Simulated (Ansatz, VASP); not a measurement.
**One calculation of AlN, two programs**

INCAR

```
PREC     = Accurate       # precision mode
ENCUT    = 600            # plane-wave cutoff, eV
EDIFF    = 1E-7           # SCF threshold, eV
ISMEAR   = 0              # smearing method
SIGMA    = 0.02           # smearing width, eV
LREAL    = F              # projectors in reciprocal space
LASPH    = T              # aspherical terms in the spheres
NELM     = 120            # most SCF steps
ALGO     = Normal         # electronic algorithm
ISIF     = 3              # what is computed and relaxed
LWAVE    = F              # write WAVECAR
LCHARG   = F              # write CHGCAR
GGA      = PS             # functional
IBRION   = 2              # ionic algorithm
NSW      = 100            # ionic steps
EDIFFG   = -0.002         # ionic threshold
GGA_COMPAT= F            
NELMIN   = 4
```

KPOINTS

```
Automatic mesh
0
Gamma
  10 10 10
```

Contents of POSCAR:

```
AlN
1.0
    0.0000000000      2.1900000000      2.1900000000
    2.1900000000      0.0000000000      2.1900000000
    2.1900000000      2.1900000000      0.0000000000
Al N
1 1
Direct
    0.0000000000      0.0000000000      0.0000000000
    0.2500000000      0.2500000000      0.2500000000
```

Input for Ansatz:

```yaml
crystal:
  lattice:
    - [0.0, 2.19, 2.19]
    - [2.19, 0.0, 2.19]
    - [2.19, 2.19, 0.0]
  atoms:
    - { symbol: Al, position: [0.0, 0.0, 0.0] }
    - { symbol: "N", position: [0.25, 0.25, 0.25] }
basis:
  ecutwfc: 420
kpoints:
  mp_grid: { grid: [10, 10, 10] }
hamiltonian:
  xc: pbesol
  pseudopotentials: { kind: paw, azcp: { folder: soft_1 } }
scf:
  occupations: { method: gaussian, width: 0.02 }
output:
  forces: true
  stress: true
  eigenvalues: true
  write_density: true
  write_potential: true
  elf: true
  volumetric_format: npy
relax:
  adjacent_minimum: "off"
  f_tol: 0.002
  max_steps: 80
  cell: { stress_tol: 0.02 }
```

Alike in both runs: task relaxation of cell and atoms; functional PBEsol; k mesh 10 × 10 × 10; occupations gaussian, width 0.02 eV; no spin polarisation.

|  | VASP | Ansatz |
| --- | --- | --- |
| version | VASP 6.6.1 | Ansatz 0.2.0 |
| potentials or method | VASP PAW PBE potentials, release 64 (Al, N), cutoff 600 eV | scalar-relativistic, plane waves, PAW |
| valence electrons in the cell | 8 | 8 |

```tsv
	VASP	Ansatz	Ansatz less VASP
gap on the k mesh at the Fermi level, each at its own relaxed structure (eV)	3.18	3.19	+0.007
relaxed volume (Å³/atom)	10.48	10.48	+0.006
relaxed cell length with the largest relative difference (Å)	3.095	3.095	+0.0006
```

VASP's potentials were made for PBE, not for PBEsol, and Ansatz warns of the same on its side.
